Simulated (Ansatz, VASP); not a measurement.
# Ru2C3: VASP beside Ansatz

File INCAR:

```
SYSTEM = Ru2C3
PREC     = Accurate       ! precision mode
ENCUT    = 600            ! plane-wave cutoff, eV
EDIFF    = 1E-7           ! SCF threshold, eV
ISMEAR   = 0              ! smearing method
SIGMA    = 0.1            ! smearing width, eV
LREAL    = .FALSE.        ! projectors in reciprocal space
LASPH    = .TRUE.         ! aspherical terms in the spheres
NELM     = 80             ! most SCF steps
ALGO     = Normal         ! electronic algorithm
ISIF     = 3              ! what is computed and relaxed
LWAVE    = .FALSE.        ! write WAVECAR
LCHARG   = .FALSE.        ! write CHGCAR
GGA      = PE             ! functional
IBRION   = 2              ! ionic algorithm
NSW      = 100            ! ionic steps
EDIFFG   = -0.01          ! ionic threshold
```

Contents of KPOINTS:

```
Automatic mesh
0
G
  12 12 8
  0 0 0
```

The input POSCAR:

```
Ru2C3
1.0
    3.2139202206      0.0000000000      0.0000000000
   -1.6069601103      2.7833365568      0.0000000000
    0.0000000000      0.0000000000      5.4170676018
Ru C
2 3
Direct
    0.3333333333      0.6666666667      0.2269760630
    0.6666666667      0.3333333333      0.7730239370
    0.0000000000      0.0000000000      0.0000000000
    0.3333333333      0.6666666667      0.5942910433
    0.6666666667      0.3333333333      0.4057089567
```

Input for Ansatz:

```yaml
crystal:
  lattice:
    - [3.2139202206, 0.0, 0.0]
    - [-1.6069601103, 2.7833365568, 0.0]
    - [0.0, 0.0, 5.4170676018]
  atoms:
    - { symbol: Ru, position: [0.3333333333, 0.6666666667, 0.226976063] }
    - { symbol: Ru, position: [0.6666666667, 0.3333333333, 0.773023937] }
    - { symbol: C, position: [0.0, 0.0, 0.0] }
    - { symbol: C, position: [0.3333333333, 0.6666666667, 0.5942910433] }
    - { symbol: C, position: [0.6666666667, 0.3333333333, 0.4057089567] }
basis:
  ecutwfc: 420
kpoints:
  mp_grid: { grid: [12, 12, 8] }
hamiltonian:
  xc: pbe
scf:
  occupations: { method: gaussian, width: 0.1 }
output:
  forces: true
  stress: true
  eigenvalues: true
relax:
  adjacent_minimum: "off"
  f_tol: 0.01
  max_steps: 80
  cell: { stress_tol: 0.05 }
```

Alike in both runs: task relaxation of cell and atoms; functional PBE; k mesh 12 × 12 × 8; occupations gaussian, width 0.1 eV; no spin polarisation.

```csv
,VASP,Ansatz
version,VASP 6.6.1,Ansatz 0.2.0
potentials or method,"VASP PAW PBE potentials, release 64 (Ru_pv, C), cutoff 600 eV","scalar-relativistic, plane waves, PAW"
valence electrons in the cell,40,44
```

```tsv
	VASP	Ansatz	Ansatz less VASP
gap on the k mesh at the Fermi level, each at its own relaxed structure (eV)	none	none	-
relaxed volume (Å³/atom)	9.70	9.72	+0.012
relaxed cell length with the largest relative difference (Å)	3.204	3.206	+0.0020
```

A gap of «none» marks a metal or a gap that the smearing closes. VASP's potentials hold 40 valence electrons a cell and Ansatz's 44, so a difference there can come from the potentials and not from the codes.
